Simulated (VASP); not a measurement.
# Hg (Pm-3m) in VASP: notebook, part 2 of 2

VASP 6.6.1.

## Step 4: Relaxation of cell and atoms, LDA

This run uses another cell than the first one, of 24.51 Å³/atom.

INCAR

```
PREC = Accurate
ENCUT = 600
EDIFF = 1E-6
ISMEAR = -1
SIGMA = 0.05
LREAL = F
LASPH = T
NELM = 80
ALGO = Normal
ISIF = 3
LWAVE = F
LCHARG = F
IBRION = 2
NSW = 60
EDIFFG = -0.005
```

KPOINTS

```
Automatic mesh
0
Gamma
  14 14 14
```

POSCAR

```
Hg
1.0
    2.9046410032      0.0000000000      0.0000000000
    0.0000000000      2.9046410032      0.0000000000
    0.0000000000      0.0000000000      2.9046410032
Hg
1
Direct
    0.0000000000      0.0000000000      0.0000000000
```

Potentials or basis: VASP PAW LDA potentials, release 64 (Hg).

The run is started by

```console
> cat potpaw_LDA.64/Hg/POTCAR > POTCAR
> mpirun -np 1 vasp_std > vasp.out
```

OUTCAR:

```text
PREC = Accurate
   ENCUT = 600
   EDIFF = 1E-6
   ISMEAR = -1
   LREAL = F
   LASPH = T
   NELM = 80
   ISIF = 3
   IBRION = 2
   NSW = 60
   EDIFFG = -0.005

 ion  position               nearest neighbor table
   1  0.000  0.000  0.000-

  LATTYP: Found a simple cubic cell.
 ALAT       =     2.9046410032

  Lattice vectors:

 A1 = (   2.9046410032,   0.0000000000,   0.0000000000)
 A2 = (   0.0000000000,   2.9046410032,   0.0000000000)
 A3 = (   0.0000000000,   0.0000000000,   2.9046410032)

Analysis of symmetry for initial positions (statically):
=====================================================================
 Subroutine PRICEL returns:
 Original cell was already a primitive cell.

 Routine SETGRP: Setting up the symmetry group for a
 simple cubic supercell.

 Subroutine GETGRP returns: Found 48 space group operations
 (whereof 48 operations were pure point group operations)
 out of a pool of 48 trial point group operations.

The static configuration has the point symmetry O_h .

Analysis of symmetry for dynamics (positions and initial velocities):
=====================================================================
 Subroutine PRICEL returns:
 Original cell was already a primitive cell.

 Routine SETGRP: Setting up the symmetry group for a
 simple cubic supercell.

 Subroutine GETGRP returns: Found 48 space group operations
 (whereof 48 operations were pure point group operations)
 out of a pool of 48 trial point group operations.

The dynamic configuration has the point symmetry O_h .

 Subroutine INISYM returns: Found 48 space group operations
 (whereof 48 operations are pure point group operations),
 and found     1 'primitive' translations

[... 164 lines left out ...]
      0.00000      0.00000      0.00000         0.000000      0.000000      0.000000
 -----------------------------------------------------------------------------------
    total drift:                                0.000000     -0.000000      0.000000

  FREE ENERGIE OF THE ION-ELECTRON SYSTEM (eV)
  ---------------------------------------------------
  free  energy   TOTEN  =        -0.9535491405 eV

  energy  without entropy=       -0.9501229998  energy(sigma->0) =       -0.95183607

--------------------------------------- Ionic step        2  -------------------------------------------

 number of electron      12.0000003 magnetization

 Free energy of the ion-electron system (eV)
  ---------------------------------------------------
  ext. energy  EPLUGINS =         0.00000000
  ---------------------------------------------------
  free energy    TOTEN  =        -0.95355456 eV

  energy without entropy =       -0.95010859  energy(sigma->0) =       -0.95183158

 E-fermi :   2.3112     XC(G=0): -10.8877

 val. band max:        2.2949081046   @ k =   0.5000   0.2857   0.0714
 cond. band min:       2.3896652189   @ k =   0.5000   0.3571   0.2857
 fundamental gap:      0.0947571144
 Fermi energy:         2.3111693807

 k-point     1 :       0.0000    0.0000    0.0000
  band No.  band energies     occupation
      1      -6.7594      2.00000
      2      -6.1461      2.00000
      3      -6.1461      2.00000
      4      -3.5919      2.00000
      5      -3.5919      2.00000
      6      -3.5919      2.00000
      7      12.8300      0.00000
      8      12.8300      0.00000
      9      12.8300      0.00000
     10      16.7012      0.00000
[... 287 lines left out ...]
 k-point    24 :       0.3571    0.2143    0.0000
  band No.  band energies     occupation
      1      -5.8393      2.00000
      2      -5.0403      2.00000
      3      -4.7939      2.00000
      4      -4.2132      2.00000
      5      -3.8421      2.00000
      6      -2.3520      2.00000
      7       4.5453      0.00000
      8      10.2940      0.00000
      9      15.9281      0.00000
     10      17.2982      0.00000

 [... further k-points ...]

------------------------ aborting loop because EDIFF is reached ----------------------------------------

  FORCE on cell =-STRESS in cart. coord.  units (eV):
  Direction    XX          YY          ZZ          XY          YZ          ZX
  --------------------------------------------------------------------------------------
  -------------------------------------------------------------------------------------
  Total       -0.0012560     -0.0012560     -0.0012560      0.0000000      0.0000000     -0.0000000
  in kB       -0.0820090     -0.0820090     -0.0820090      0.0000000      0.0000000     -0.0000000
  external PRESSURE =      -0.0820090 kB  Pullay stress =       0.0000000 kB

 VOLUME and BASIS-vectors are now :
 -----------------------------------------------------------------------------
  energy-cutoff  :      600.00
  volume of cell :       24.54
      direct lattice vectors                 reciprocal lattice vectors
     2.905887778  0.000000000  0.000000000     0.344128912 -0.000000000  0.000000000
     0.000000000  2.905887778  0.000000000    -0.000000000  0.344128912  0.000000000
    -0.000000000 -0.000000000  2.905887778    -0.000000000 -0.000000000  0.344128912

 POSITION                                       TOTAL-FORCE (eV/Angst)
 -----------------------------------------------------------------------------------
      0.00000      0.00000      0.00000        -0.000000     -0.000000      0.000000
 -----------------------------------------------------------------------------------
    total drift:                                0.000000      0.000000      0.000000

  FREE ENERGIE OF THE ION-ELECTRON SYSTEM (eV)
  ---------------------------------------------------
  free  energy   TOTEN  =        -0.9535545622 eV

  energy  without entropy=       -0.9501085933  energy(sigma->0) =       -0.95183158

 reached required accuracy - stopping structural energy minimisation
```

OSZICAR:

```text
N       E                     dE             d eps       ncg     rms          rms(c)
DAV:   1     0.753314843989E+02    0.75331E+02   -0.73393E+03  2544   0.129E+03
DAV:   2     0.157041035062E+00   -0.75174E+02   -0.70406E+02  2468   0.259E+02
DAV:   3    -0.102731544275E+01   -0.11844E+01   -0.11833E+01  2726   0.392E+01
DAV:   4    -0.102868539776E+01   -0.13700E-02   -0.13699E-02  2756   0.131E+00
DAV:   5    -0.102868759363E+01   -0.21959E-05   -0.21957E-05  2660   0.489E-02    0.441E+00
DAV:   6    -0.962351970896E+00    0.66336E-01   -0.18145E-01  2634   0.524E+00    0.323E+00
DAV:   7    -0.954606182218E+00    0.77458E-02   -0.20688E-02  2626   0.142E+00    0.143E+00
DAV:   8    -0.953543732004E+00    0.10625E-02   -0.15976E-03  2534   0.641E-01    0.622E-02
DAV:   9    -0.953548233232E+00   -0.45012E-05   -0.55070E-06  2702   0.307E-02    0.145E-02
DAV:  10    -0.953549140548E+00   -0.90732E-06   -0.17357E-06  2580   0.198E-02
   1 F= -.95354914E+00 E0= -.95183607E+00  d E =-.953549E+00
       N       E                     dE             d eps       ncg     rms          rms(c)
DAV:   1    -0.953803305812E+00   -0.25507E-03   -0.50819E-03  2618   0.978E-01    0.109E-01
DAV:   2    -0.953571687581E+00    0.23162E-03   -0.70435E-04  2614   0.367E-01    0.360E-02
DAV:   3    -0.953556679817E+00    0.15008E-04   -0.45017E-05  2602   0.802E-02    0.322E-02
DAV:   4    -0.953554563377E+00    0.21164E-05   -0.23493E-06  2454   0.169E-02    0.889E-04
DAV:   5    -0.953554562225E+00    0.11521E-08   -0.12029E-07  1256   0.402E-03
   2 F= -.95355456E+00 E0= -.95183158E+00  d E =-.542168E-05
```

Wall time 9.3 s (1 thread of Intel Xeon 6975P-C (Granite Rapids), shared host); peak memory 0.16 GiB.

Results:

* Free energy: -0.9536 eV
* Relaxed volume: 24.54 Å³/atom
* Relaxed cell: a = 2.906 Å, b = 2.906 Å, c = 2.906 Å, α = 90.00°, β = 90.00°, γ = 90.00°
* Space group after relaxing (to 0.1 Å): Pm-3m (No. 221)
* Energy gained by relaxing: 0.0 meV/atom
* Ionic steps: 2
* Pressure after relaxing: 0.0 GPa
* Band gap on the k mesh: zero (bands 6 and 7 overlap by 7.12 eV)

Final structure:
```yaml
crystal:
  lattice:
    - [2.90589, 0.00000, 0.00000]
    - [0.00000, 2.90589, 0.00000]
    - [0.00000, 0.00000, 2.90589]
  atoms:
    - { symbol: Hg, position: [0.00000, 0.00000, 0.00000] }
```

Caveat: spin-orbit coupling is left out, which moves the levels of the heavy elements.

## Step 5: The runs side by side

```tsv
task	cell	cutoff (eV)	gap on the mesh (eV)	pressure (GPa)	relaxed volume (Å³/atom)
single point	a = 2.891 Å, 1 atom	520	none	0.8	-
relaxation of cell and atoms	relaxed from a = 2.891 Å, 1 atom	600	none	0.0	24.53
relaxation of cell and atoms	relaxed from a = 2.905 Å, 1 atom	600	none	0.0	24.54
```

Alike in all rows: level LDA; potentials or basis VASP PAW LDA potentials, release 64 (Hg); no spin polarisation; k mesh 14 × 14 × 14; smearing fermi-dirac 0.05 eV.

Caveats: spin-orbit coupling is left out, which moves the levels of the heavy elements.

Total energies depend on the potentials used, so only differences within one code and one set of settings carry meaning.
